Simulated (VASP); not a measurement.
Runs of VASP 6.6.1 on ZnO. The structure is that of space group P6_3mc (No. 186), or close to it. The cells are those of the table. 

```csv
task,level,cell,cutoff (eV),gap on the mesh (eV),pressure (GPa),largest force (eV/Å)
relaxation of the atoms,PBE,"atoms relaxed from a = 3.249, b = 3.249, c = 5.152 Å, angles 90.0, 90.0, 120.0°, 4 atoms",520,0.82,7.6,-
relaxation of the atoms,PBE,"atoms relaxed from a = 3.249, b = 3.249, c = 5.360 Å, angles 90.0, 90.0, 120.0°, 4 atoms",520,(a),1.6,-
electric field gradients,r2SCAN,"a = 3.249, b = 3.249, c = 5.204 Å, angles 90.0, 90.0, 120.0°, 4 atoms",580,1.23,(b),0.01
relaxation of the atoms,PBE,"atoms relaxed from a = 3.249, b = 3.249, c = 5.204 Å, angles 90.0, 90.0, 120.0°, 4 atoms",520,0.79,6.0,0.01
relaxation of the atoms,PBE,"atoms relaxed from a = 3.249, b = 3.249, c = 5.308 Å, angles 90.0, 90.0, 120.0°, 4 atoms",520,0.73,3.1,-
relaxation of the atoms,PBE,"atoms relaxed from a = 3.183, b = 3.183, c = 5.098 Å, angles 90.0, 90.0, 120.0°, 4 atoms",520,0.88,17.0,0.01
relaxation of the atoms,PBE,"atoms relaxed from a = 3.292, b = 3.292, c = 5.272 Å, angles 90.0, 90.0, 120.0°, 4 atoms",520,0.73,0.4,-
relaxation of the atoms,PBE,"atoms relaxed from a = 3.249, b = 3.249, c = 5.048 Å, angles 90.0, 90.0, 120.0°, 4 atoms",520,0.87,10.8,-
```

Alike in all rows: potentials or basis VASP PAW PBE potentials, release 64 (Zn, O); no spin polarisation; k mesh 11 × 11 × 6; smearing fermi-dirac 0.02 eV.

Estimate the missing entries.

(a) 0.70; (b) -0.3.

Caveats: the relaxation stopped at its first step, so nothing moved (at least some runs); the PAW data sets were made with another functional, which shifts forces and pressure a little (at least some runs).

